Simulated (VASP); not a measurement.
# Hg (P6_3/mmc) in VASP: single point with PBEsol

Aim: the single point of Hg with PBEsol.

Everything below comes from runs of VASP 6.6.1. Logs are shortened: lines on timing, memory, paths and dates and some standing lists are left out, and cuts for length are marked.

### Step 1. The cell of the first run

The structure is hexagonal, space group P6_3/mmc (No. 194). Conventional cell: a = 3.462 Å, b = 3.462 Å, c = 5.488 Å, α = 90.00°, β = 90.00°, γ = 120.00°. Hg (site symmetry -6m2) has 12 Hg at 3.39 to 3.46 Å within 4.5 Å.

### Step 2. Single point, PBEsol

Input file INCAR:

```
SYSTEM = Hg
  PREC = Accurate
  ENCUT = 520
  EDIFF = 1E-6
  ISMEAR = 0
  SIGMA = 0.1
  LREAL = .False.
  LASPH = .True.
  NELM = 60
  ALGO = Normal
  ISIF = 2
  LWAVE = .False.
  LCHARG = .False.
  GGA = PS
  NBANDS = 19
```

Input file KPOINTS:

```
Automatic mesh
0
Gamma
  6 6 4
  0 0 0
```

Input file POSCAR:

```
Hg
1.0
    3.4618096384      0.0000000000      0.0000000000
   -1.7309048192      2.9980150899      0.0000000000
    0.0000000000      0.0000000000      5.4875482800
Hg
2
Direct
    0.6666666700      0.3333333300      0.7500000000
    0.3333333300      0.6666666700      0.2500000000
```

Potentials or basis: VASP PAW PBE potentials, release 64 (Hg).

Launch:

```console
$ cat potpaw_PBE.64/Hg/POTCAR > POTCAR
$ mpirun -np 1 vasp_std > vasp.out
```

OUTCAR:

```text
SYSTEM = Hg
   PREC = Accurate
   ENCUT = 520
   EDIFF = 1E-6
   ISMEAR = 0
   LREAL = .False.
   LASPH = .True.
   NELM = 60
   ISIF = 2
   GGA = PS

 ion  position               nearest neighbor table
   1  0.667  0.333  0.750-   2 3.39   2 3.39   2 3.39   2 3.39   2 3.39   2 3.39
   2  0.333  0.667  0.250-   1 3.39   1 3.39   1 3.39   1 3.39   1 3.39   1 3.39

  LATTYP: Found a hexagonal cell.
 ALAT       =     3.4618096384
 C/A-ratio  =     1.5851675433

  Lattice vectors:

 A1 = (   3.4618096384,   0.0000000000,   0.0000000000)
 A2 = (  -1.7309048192,   2.9980150899,   0.0000000000)
 A3 = (   0.0000000000,   0.0000000000,   5.4875482800)

Analysis of symmetry for initial positions (statically):
=====================================================================
 Subroutine PRICEL returns:
 Original cell was already a primitive cell.

 Routine SETGRP: Setting up the symmetry group for a
 hexagonal supercell.

 Subroutine GETGRP returns: Found 24 space group operations
 (whereof 12 operations were pure point group operations)
 out of a pool of 24 trial point group operations.

The static configuration has the point symmetry D_3d.
 The point group associated with its full space group is D_6h.

Analysis of symmetry for dynamics (positions and initial velocities):
=====================================================================
 Subroutine PRICEL returns:
 Original cell was already a primitive cell.

 Routine SETGRP: Setting up the symmetry group for a
 hexagonal supercell.

 Subroutine GETGRP returns: Found 24 space group operations
 (whereof 12 operations were pure point group operations)
 out of a pool of 24 trial point group operations.

The dynamic configuration has the point symmetry D_3d.
 The point group associated with its full space group is D_6h.

 Subroutine INISYM returns: Found 24 space group operations
 (whereof 12 operations are pure point group operations),
 and found     1 'primitive' translations

----------------------------------------------------------------------------------------

                                     Primitive cell

  volume of cell :      56.9528

  direct lattice vectors                    reciprocal lattice vectors
     3.461809638  0.000000000  0.000000000     0.288866259  0.166777012  0.000000000
[... 76 lines left out ...]
   ISPIN  =      1    spin polarized calculation?
   LNONCOLLINEAR =      F non collinear calculations
   LSORBIT =      F    spin-orbit coupling
   LASPH  =      T    aspherical Exc in radial PAW
   ENCUT  =  520.0 eV  38.22 Ry    6.18 a.u.   6.44  6.44 10.20*2*pi/ulx,y,z
   NELM   =     60;   NELMIN=  2; NELMDL= -5     # of ELM steps
   EDIFF  = 0.1E-05   stopping-criterion for ELM
   LREAL  =      F    real-space projection
   EDIFFG = 0.1E-04   stopping-criterion for IOM
   NSW    =      0    number of steps for IOM
   IBRION =     -1    ionic relax: 0-MD 1-quasi-New 2-CG
   NFREE  =      0    steps in history (QN), initial steepest desc. (CG)
   ISIF   =      2    stress and relaxation
   ISYM   =      2    0-nonsym 1-usesym 2-fastsym
   POTIM  = 0.5000    time-step for ionic-motion
   TEBEG  =    0.0;   TEEND  =   0.0 temperature during run
   PSTRESS=    0.0 pullay stress
   NELECT =      24.0000    total number of electrons
   NUPDOWN=      -1.0000    fix difference up-down
   EMIN   =  10.00;   EMAX   =-10.00  energy-range for DOS
   EFERMI =   0.00;   METHOD = LEGACY
   ISMEAR =     0;   SIGMA  =   0.10  broadening in eV -4-tet -1-fermi 0-gaus
   EFERMI_NEDOS =   21; number of points for ismear=-14 and -15
   IALGO  =     38    algorithm
   IMIX   =      4    mixing-type and parameters
     AMIX     =   0.40;   BMIX     =  1.00
     AMIX_MAG =   1.60;   BMIX_MAG =  1.00
  volume/ion in A,a.u.               =      28.48       192.17
  Fermi-wavevector in a.u.,A,eV,Ry     =   1.227364  2.319382 20.496128  1.506423
  Thomas-Fermi vector in A             =   2.362330
   LORBIT       =      0    0 simple, 1 ext, 2 COOP (PROOUT), +10 PAW based schemes
   GGA     = PS    functional components
   LHFCALC =     F    Hartree Fock is set to
   AEXX    =    0.0000 exact exchange contribution
   IVDW    =     0    specifies the selected vdW correction
   LEPSILON=     F    determine dielectric tensor
   LRPA    =     F    only Hartree local field effects (RPA)
 non-spin polarized calculation
 Gauss-broadening in eV      SIGMA  =   0.10
  energy-cutoff  :      520.00
  volume of cell :       56.95
 maximum number of plane-waves:      1554
 NGX is ok and might be reduce to    28
   NGX = 13   NGY = 13   NGZ = 21

 number of electron      24.0000000 magnetization

 Free energy of the ion-electron system (eV)
  ---------------------------------------------------
  ext. energy  EPLUGINS =         0.00000000
  ---------------------------------------------------
  free energy    TOTEN  =        -0.98664801 eV

  energy without entropy =       -0.98504142  energy(sigma->0) =       -0.98584471

 E-fermi :   0.6406     XC(G=0): -10.0336

 val. band max:        0.5686738699   @ k =   0.3333   0.0000   0.0000
 cond. band min:       1.1140249751   @ k =   0.5000   0.0000   0.5000
 fundamental gap:      0.5453511052
 Fermi energy:         0.6406210267

 k-point     1 :       0.0000    0.0000    0.0000
  band No.  band energies     occupation
      1      -6.4678      2.00000
      2      -5.8143      2.00000
      3      -5.1513      2.00000
      4      -5.1486      2.00000
      5      -5.1486      2.00000
      6      -5.0501      2.00000
[... 439 lines left out ...]
      6      -4.9720      2.00000
[... 11 lines left out ...]
     18      11.6367      0.00000
     19      14.4936      0.00000

------------------------ aborting loop because EDIFF is reached ----------------------------------------

  FORCE on cell =-STRESS in cart. coord.  units (eV):
  Direction    XX          YY          ZZ          XY          YZ          ZX
  --------------------------------------------------------------------------------------
  -------------------------------------------------------------------------------------
  Total       -0.7680670     -0.7680670     -0.7190592      0.0000000     -0.0000000      0.0000000
  in kB      -21.6069923    -21.6069923    -20.2283219      0.0000000     -0.0000000      0.0000000
  external PRESSURE =     -21.1474355 kB  Pullay stress =       0.0000000 kB

 VOLUME and BASIS-vectors are now :
 -----------------------------------------------------------------------------
  energy-cutoff  :      520.00
  volume of cell :       56.95
      direct lattice vectors                 reciprocal lattice vectors
     3.461809638  0.000000000  0.000000000     0.288866259  0.166777012  0.000000000
    -1.730904819  2.998015090  0.000000000     0.000000000  0.333554025  0.000000000
     0.000000000  0.000000000  5.487548280     0.000000000  0.000000000  0.182230743

 POSITION                                       TOTAL-FORCE (eV/Angst)
 -----------------------------------------------------------------------------------
      1.73090      0.99934      4.11566        -0.000000     -0.000000      0.000000
     -0.00000      1.99868      1.37189         0.000000      0.000000      0.000000
 -----------------------------------------------------------------------------------
    total drift:                               -0.000003      0.000001     -0.000000

  FREE ENERGIE OF THE ION-ELECTRON SYSTEM (eV)
  ---------------------------------------------------
  free  energy   TOTEN  =        -0.9866480055 eV

  energy  without entropy=       -0.9850414162  energy(sigma->0) =       -0.98584471
```

It took 14 s on 1 thread of Intel Xeon Platinum 8488C (Sapphire Rapids), shared host; peak memory 0.17 GiB.

Results:

- Free energy: -0.9866 eV
- Pressure: -2.1 GPa
- Band gap on the k mesh: zero (band 12 reaches 0.57 eV, above the bottom of band 13 at 0.43 eV)

Caveat: the PAW data sets were made with another functional, which shifts forces and pressure a little; spin-orbit coupling is left out, which moves the levels of the heavy elements.
